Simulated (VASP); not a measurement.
The system is HfO3.

```xyz
8
Lattice="4.9755 0.0000 0.0000 -2.4878 4.3089 0.0000 0.0000 0.0000 3.9936" Properties=species:S:1:pos:R:3 pbc="T T T"
Hf    0.0000    2.8726    0.9984
Hf    2.4878    1.4363    2.9952
O     2.4878    2.8697    0.9984
O    -1.2414    3.5893    2.9952
O     1.2464    0.7196    0.9984
O     0.0000    1.4392    2.9952
O     3.7291    0.7196    0.9984
O     1.2414    3.5893    2.9952
```

| Property | Result |
| --- | --- |
| Program | VASP 6.6.1 |
| Task | relaxation of cell and atoms |
| Functional | PBE |
| Potentials or basis | VASP PAW PBE potentials, release 64 (Hf_pv, O) |
| Cutoff | 600 eV |
| k mesh | 6 × 6 × 4 |
| Occupations | gaussian, width 0.1 eV |
| Spin | no spin polarisation |

At the start: pressure -27.2 GPa; volume 10.70 Å³/atom.

Q: Where does the relaxation end?

A: Over 11 steps the energy falls by 358.7 meV/atom and the volume is 9.19 Å³/atom (-14.1 %); space group P6_3/mmc (No. 194, to 0.1 Å) before and after.

Step by step:
```
step  energy change (eV)  largest force (eV/Å)  pressure (GPa)  volume (Å³)
   1              0.0000                2.3609          -27.21        85.62
   2             -1.6500                0.9515           41.56        64.90
   3             -2.3686                0.8663            7.98        71.06
   4             -2.3704                0.7995            9.24        70.76
   5             -2.6335                1.4551            7.41        72.24
   6             -2.7336                0.6068            7.05        71.77
   7             -2.7970                0.0391           -6.76        75.54
   8             -2.8206                0.1669           -2.35        74.20
   9             -2.8561                0.0946           -1.03        73.70
  10             -2.8695                0.0098            0.76        73.16
  11             -2.8699                0.0334           -0.50        73.54
```

Final structure:
```xyz
8
Lattice="4.4942 0.0000 0.0000 -2.2471 3.8921 0.0000 0.0000 0.0000 4.2043" Properties=species:S:1:pos:R:3 pbc="T T T"
Hf    0.0000    2.5947    1.0511
Hf    2.2471    1.2974    3.1532
O     2.2471    2.5256    1.0511
O    -1.0637    3.2089    3.1532
O     1.1833    0.6832    1.0511
O     0.0000    1.3664    3.1532
O     3.3108    0.6832    1.0511
O     1.0637    3.2089    3.1532
```

Caveat: the k points lie up to 0.37 Å⁻¹ apart in the final cell, too coarse for converged energies and pressures of a metal.
